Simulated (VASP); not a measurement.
Input of a VASP 6.6.1 run:

Contents of INCAR:

```
SYSTEM = CsSnI3
  PREC = Accurate
  ENCUT = 520
  EDIFF = 1E-7
  ISMEAR = -1
  SIGMA = 0.02
  LREAL = .FALSE.
  LASPH = .TRUE.
  NELM = 80
  ALGO = Normal
  ISIF = 2
  LWAVE = .FALSE.
  LCHARG = .FALSE.
  GGA = PE
  NBANDS = 30
```

File KPOINTS:

```
regular mesh
0
G
  4 4 4
  0 0 0
```

The input POSCAR:

```
CsSnI3
1.0
    6.2414907048      0.0000000000      0.0000000000
    0.0000000000      6.2414907048      0.0000000000
    0.0000000000      0.0000000000      6.4911503330
Cs Sn I
1 1 3
Direct
    0.0000000000      0.0000000000      0.0000000000
    0.5000000000      0.5000000000      0.5000000000
    0.5000000000      0.5000000000      0.0000000000
    0.5000000000      0.0000000000      0.5000000000
    0.0000000000      0.5000000000      0.5000000000
```

Potentials or basis: VASP PAW PBE potentials, release 64 (Cs_sv, Sn_d, I).

Launch:

```bash
$ cat potpaw_PBE.64/Cs_sv/POTCAR potpaw_PBE.64/Sn_d/POTCAR potpaw_PBE.64/I/POTCAR > POTCAR
$ mpirun -np 1 vasp_std > vasp.out
```

(1) Predict the pressure.

(2) Predict the band gap on the k mesh.

Answers

(1) -0.1 GPa.

(2) 0.38 eV.

Caveat: the cell differs from its parent crystal (uniaxial z strain +4.0%); spin-orbit coupling is left out, which moves the levels of the heavy elements.
